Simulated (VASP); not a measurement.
## V: single point with PBE

V:

```xyz
1
Lattice="2.3813 0.0000 0.0000 -1.1906 2.0622 0.0000 0.0000 0.0000 2.2151" Properties=species:S:1:pos:R:3 pbc="T T T"
V     0.0000    0.0000    0.0000
```

This isn't the form of V at room conditions, which is bcc.

| Property | Result |
| --- | --- |
| Program | VASP 6.6.1 |
| Task | single point |
| Functional | PBE |
| Potentials or basis | VASP PAW PBE potentials, release 64 (V_sv) |
| Cutoff | 520 eV |
| k mesh | 18 × 18 × 17 |
| Occupations | fermi-dirac, width 0.1 eV |
| Spin | no spin polarisation |

The pressure is 70.3 GPa and the band gap on the k mesh is zero (an odd number of electrons rules out a gap without spin polarisation).

Stress tensor (GPa, compression positive):
```
69.97  0.00  0.00
 0.00 69.97  0.00
 0.00  0.00 71.02
```

Levels at points of the mesh, in eV from the Fermi level:
```tsv
k point	band 4	band 5	band 6	band 7	band 8	band 9
(0.00, 0.00, 0.00)	-36.64	-7.21	-3.35	0.10	0.10	4.62
(0.50, 0.00, 0.00)	-36.43	-4.45	-1.95	1.45	1.97	4.09
```

Wall time 45 s on 1 thread of Intel Xeon 8259CL, with other jobs on the host, peak memory 0.15 GiB.

Caveat: the cell stands under pressure.
